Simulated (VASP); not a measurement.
# Ho3N (I4/mmm) in VASP: elastic constants with PBE

Aim: the elastic constants of Ho3N with PBE.

Everything below comes from runs of VASP 6.6.1. Logs are shortened: lines on timing, memory, paths and dates and some standing lists are left out, and cuts for length are marked.

## 1. The cell of the first run

It takes space group I4/mmm (No. 139, tetragonal). Conventional cell: a = 3.543 Å, b = 3.543 Å, c = 14.154 Å, α = 90.00°, β = 90.00°, γ = 90.00°. Within 3.1 Å of Ho (site symmetry 4mm) lie 1 N at 2.31 Å. Ho (site symmetry 4/mmm) has 4 N at 2.51 Å and 12 Ho at 3.41 to 3.54 Å within 3.6 Å. N (site symmetry 4/mmm) has 6 Ho at 2.31 to 2.51 Å within 3.1 Å.

## 2. Elastic constants, PBE

Contents of INCAR:

```
SYSTEM = Ho3N
PREC = Accurate
ENCUT = 600
EDIFF = 1E-8
ISMEAR = 0
SIGMA = 0.1
LREAL = .FALSE.
LASPH = .TRUE.
NELM = 200
ALGO = Normal
ISIF = 3
LWAVE = .FALSE.
LCHARG = .FALSE.
GGA = PE
NBANDS = 24
IBRION = 6
NFREE = 2
POTIM = 0.015
NSW = 1
GGA_COMPAT = .FALSE.
LMAXMIX = 6
KPAR = 8
```

Contents of KPOINTS:

```
regular mesh
0
G
  14 14 14
  0 0 0
```

Contents of POSCAR:

```
Ho3N
1.0
   -1.7716443296      1.7716443296      7.0771552545
    1.7716443296     -1.7716443296      7.0771552545
    1.7716443296      1.7716443296     -7.0771552545
Ho N
3 1
Direct
    0.6635479596      0.6635479596      0.0000000000
    0.3364520404      0.3364520404      0.0000000000
    0.0000000000      0.0000000000      0.0000000000
    0.5000000000      0.5000000000      0.0000000000
```

Potentials or basis: VASP PAW PBE potentials, release 64 (Ho_3, N), 4f in core.

The run is started by

```sh
> cat potpaw_PBE.64/Ho_3/POTCAR potpaw_PBE.64/N/POTCAR > POTCAR
> mpirun -np 8 vasp_std > vasp.out
```

OUTCAR:

```text
SYSTEM = Ho3N
   PREC = Accurate
   ENCUT = 600
   EDIFF = 1E-8
   ISMEAR = 0
   LREAL = .FALSE.
   LASPH = .TRUE.
   NELM = 200
   ISIF = 3
   GGA = PE
   IBRION = 6
   NFREE = 2
   POTIM = 0.015
   NSW = 1

 ion  position               nearest neighbor table
   1  0.664  0.664  0.000-   4 2.31   3 3.41   3 3.41   3 3.41   3 3.41   2 3.50   2 3.50   2 3.50
                             2 3.50
   2  0.336  0.336  0.000-   4 2.31   3 3.41   3 3.41   3 3.41   3 3.41   1 3.50   1 3.50   1 3.50
                             1 3.50
   3  0.000  0.000  0.000-   4 2.51   4 2.51   4 2.51   4 2.51   1 3.41   1 3.41   2 3.41   1 3.41
                             2 3.41   1 3.41   2 3.41   2 3.41
   4  0.500  0.500  0.000-   1 2.31   2 2.31   3 2.51   3 2.51   3 2.51   3 2.51

  LATTYP: Found a body centered tetragonal cell.
 ALAT       =     3.5432886592
 C/A-ratio  =     3.9946817407

  Lattice vectors:

 A1 = (  -1.7716443296,   1.7716443296,   7.0771552545)
 A2 = (   1.7716443296,  -1.7716443296,   7.0771552545)
 A3 = (   1.7716443296,   1.7716443296,  -7.0771552545)

Analysis of symmetry for initial positions (statically):
=====================================================================
 Subroutine PRICEL returns:
 Original cell was already a primitive cell.

 Routine SETGRP: Setting up the symmetry group for a
 body centered tetragonal supercell.

 Subroutine GETGRP returns: Found 16 space group operations
 (whereof 16 operations were pure point group operations)
 out of a pool of 16 trial point group operations.

The static configuration has the point symmetry D_4h.

Analysis of symmetry for dynamics (positions and initial velocities):
=====================================================================
 Subroutine PRICEL returns:
 Original cell was already a primitive cell.

 Routine SETGRP: Setting up the symmetry group for a
 body centered tetragonal supercell.

 Subroutine GETGRP returns: Found 16 space group operations
 (whereof 16 operations were pure point group operations)
 out of a pool of 16 trial point group operations.

The dynamic configuration has the point symmetry D_4h.

 Subroutine INISYM returns: Found 16 space group operations
 (whereof 16 operations are pure point group operations),
 and found     1 'primitive' translations

----------------------------------------------------------------------------------------

                                     Primitive cell

  volume of cell :      88.8529

  direct lattice vectors                    reciprocal lattice vectors
    -1.771644330  1.771644330  7.077155255     0.000000000  0.282223690  0.070649856
     1.771644330 -1.771644330  7.077155255     0.282223690  0.000000000  0.070649856
     1.771644330  1.771644330 -7.077155255     0.282223690  0.282223690  0.000000000

  length of vectors
     7.507567766  7.507567766  7.507567766     0.290932317  0.290932317  0.399124570

  position of ions in fractional coordinates (direct lattice)
     0.663547960  0.663547960  0.000000000
     0.336452040  0.336452040  0.000000000
     0.000000000  0.000000000  0.000000000
     0.500000000  0.500000000  0.000000000

  ion indices of the primitive-cell ions
   primitive index   ion index
                 1           1
                 2           2
[... 120 lines left out ...]
  ---------------------------------------------------
  free energy    TOTEN  =       -24.92232972 eV

  energy without entropy =      -24.90579909  energy(sigma->0) =      -24.91406441

------------------------ aborting loop because EDIFF is reached ----------------------------------------

  FORCE on cell =-STRESS in cart. coord.  units (eV):
  Direction    XX          YY          ZZ          XY          YZ          ZX
  --------------------------------------------------------------------------------------
  -------------------------------------------------------------------------------------
  Total        0.3097352      0.3097352      0.5345603      0.0000000      0.0000000     -0.0000000
  in kB        5.5850802      5.5850802      9.6390775      0.0000000      0.0000000     -0.0000000
  external PRESSURE =       6.9364127 kB  Pullay stress =       0.0000000 kB
[... 95 lines left out ...]
  FREE ENERGIE OF THE ION-ELECTRON SYSTEM (eV)
  ---------------------------------------------------
  free  energy   TOTEN  =       -24.9091584958 eV

  energy  without entropy=      -24.8924140940  energy(sigma->0) =      -24.90078629

[... ionic steps 4 to 22 ...]

--------------------------------------- Ionic step       23  -------------------------------------------

 number of electron      32.0000001 magnetization

------------------------ aborting loop because EDIFF is reached ----------------------------------------
[... 71 lines left out ...]
--------------------------------------- Ionic step       25  -------------------------------------------

 number of electron      32.0000001 magnetization

 Free energy of the ion-electron system (eV)
  ---------------------------------------------------
  ext. energy  EPLUGINS =         0.00000000
  ---------------------------------------------------
  free energy    TOTEN  =       -24.92150934 eV

  energy without entropy =      -24.90498196  energy(sigma->0) =      -24.91324565

 E-fermi :   3.8527     XC(G=0): -10.5114

 val. band max:        3.8514544798   @ k =  -0.4286   0.4286   0.2143
 cond. band min:       3.8566281095   @ k =  -0.4286   0.2857   0.0000
 fundamental gap:      0.0051736297
 Fermi energy:         3.8527138932

 k-point     1 :       0.0000    0.0000    0.0000
  band No.  band energies     occupation
      1     -20.1521      2.00000
      2     -20.0829      2.00000
      3     -19.7965      2.00000
      4     -19.7965      2.00000
      5     -19.7538      2.00000
      6     -19.7538      2.00000
[... 637 lines left out ...]
     23       7.6478      0.00000
     24       8.1815      0.00000

 [... further k-points ...]

------------------------ aborting loop because EDIFF is reached ----------------------------------------

  FORCE on cell =-STRESS in cart. coord.  units (eV):
  Direction    XX          YY          ZZ          XY          YZ          ZX
  --------------------------------------------------------------------------------------
  -------------------------------------------------------------------------------------
  Total        0.3097254      0.3097254      0.5453666      0.0000000      0.0000000      0.0000000
  in kB        5.5849033      5.5849033      9.8339357      0.0000000      0.0000000      0.0000000
  external PRESSURE =       7.0012475 kB  Pullay stress =       0.0000000 kB
[... 19 lines left out ...]
  FREE ENERGIE OF THE ION-ELECTRON SYSTEM (eV)
  ---------------------------------------------------
  free  energy   TOTEN  =       -24.9215093371 eV

  energy  without entropy=      -24.9049819598  energy(sigma->0) =      -24.91324565

 INTERNAL STRAIN TENSORS FROM STRAINED CELLS
 ============================================

 INTERNAL STRAIN TENSOR FOR ION    1 for displacements in x,y,z  (eV/Angst):
          X           Y           Z          XY          YZ          ZX
  --------------------------------------------------------------------------------
  x    -0.00000    -0.00000    -0.00000    -0.00000    -0.00000    -0.75725
  y     0.00000    -0.00000    -0.00000     0.00000    -0.81336     0.00000
  z    -3.57471    -3.57513    -7.61543    -0.00120    -0.00062    -0.00043

 INTERNAL STRAIN TENSORS FROM DISPLACED ATOMS
 ============================================

 INTERNAL STRAIN TENSOR FOR ION    1 for displacements in x,y,z  (eV/Angst):
          X           Y           Z          XY          YZ          ZX
  --------------------------------------------------------------------------------
  x     0.00000     0.00000     0.00000     0.00000     0.00000    -0.76747
  y     0.00000     0.00000     0.00000     0.00000    -0.76749     0.00000
  z    -3.58949    -3.58949    -7.50788     0.00000     0.00000     0.00000

 INTERNAL STRAIN TENSOR FOR ION    4 for displacements in x,y,z  (eV/Angst):
          X           Y           Z          XY          YZ          ZX
  --------------------------------------------------------------------------------
  x     0.00000     0.00000     0.00000     0.00000     0.00000     0.00000
  y     0.00000     0.00000     0.00000     0.00000     0.00000     0.00000
  z     0.00000     0.00000     0.00000     0.00000     0.00000     0.00000

 Eigenvectors and eigenvalues of the dynamical matrix
 ----------------------------------------------------

   1 f  =   11.464704 THz    72.034863 2PiTHz  382.421377 cm-1    47.414186 meV
             X         Y         Z           dx          dy          dz
      0.000000  0.000000  9.392064    -0.000000   -0.000000   -0.120115
      0.000000  0.000000  4.762247    -0.000000   -0.000000   -0.120115
      0.000000  0.000000  0.000000    -0.000000   -0.000000   -0.046492
      0.000000  0.000000  7.077155     0.000000    0.000000    0.984369
[... 71 lines left out ...]
  12 f/i=    0.000963 THz     0.006048 2PiTHz    0.032110 cm-1     0.003981 meV
             X         Y         Z           dx          dy          dz
      0.000000  0.000000  9.392064     0.491171    0.288165    0.000000
      0.000000  0.000000  4.762247     0.491171    0.288165    0.000000
      0.000000  0.000000  0.000000     0.490870    0.287988    0.000000
      0.000000  0.000000  7.077155     0.143121    0.083967    0.000000

--------------------------------------------------------------------------------------------------------

 ELASTIC MODULI CONTR FROM IONIC RELAXATION (kBar)
 Direction    XX          YY          ZZ          XY          YZ          ZX
 --------------------------------------------------------------------------------
 XX         -60.3052    -60.3052   -126.1363      0.0000     -0.0000      0.0000
 YY         -60.3052    -60.3052   -126.1363      0.0000     -0.0000      0.0000
 ZZ        -126.1363   -126.1363   -263.8307      0.0000     -0.0000      0.0000
 XY           0.0000      0.0000      0.0000      0.0000      0.0000      0.0000
 YZ          -0.0000     -0.0000     -0.0000      0.0000     -3.8273     -0.0000
 ZX           0.0000      0.0000      0.0000      0.0000     -0.0000     -3.8272
 --------------------------------------------------------------------------------

 TOTAL ELASTIC MODULI (kBar)
 Direction    XX          YY          ZZ          XY          YZ          ZX
 --------------------------------------------------------------------------------
 XX        1261.0833    287.8678    471.0782      0.0000     -0.0000      0.0000
 YY         287.8678   1261.0833    471.0782      0.0000     -0.0000      0.0000
 ZZ         471.0782    471.0782   1301.1571      0.0000     -0.0000      0.0000
 XY           0.0000      0.0000      0.0000    341.9606      0.0000      0.0000
 YZ          -0.0000     -0.0000     -0.0000      0.0000    555.1754     -0.0000
 ZX           0.0000      0.0000      0.0000      0.0000     -0.0000    555.1755
 --------------------------------------------------------------------------------
```

Wall time 1.8 h (8 MPI ranks of Intel Xeon 6975P-C (Granite Rapids), shared host); peak memory 2.5 GiB.

What came out:

| Quantity | Value |
| --- | --- |
| Voigt bulk modulus | 70 GPa |
| Highest phonon frequency at Γ | 382 cm⁻¹ |

Phonon frequencies in cm⁻¹ (negative: imaginary):
| q point | frequencies |
| --- | --- |
| (0.000, 0.000, 0.000) | 0 0 0 95 95 96 96 113 127 252 252 382 |

Elastic tensor in Voigt notation (GPa, in the Cartesian axes of the cell as first typed):
```
126  29  47   0   0   0
 29 126  47   0   0   0
 47  47 130   0   0   0
  0   0   0  56   0   0
  0   0   0   0  56   0
  0   0   0   0   0  34
```

Clamped-ion elastic tensor (GPa):
```
132  35  60   0   0   0
 35 132  60   0   0   0
 60  60 156   0   0   0
  0   0   0  56   0   0
  0   0   0   0  56   0
  0   0   0   0   0  34
```

Caveat: spin-orbit coupling is left out, which moves the levels of the heavy elements; the 4f electrons are frozen in the core, so they carry no moment and show no levels; the run has no spin polarisation, though such a crystal can be magnetic. Spin polarisation is off, so any magnetic state and its effect on volume and gap are missing.
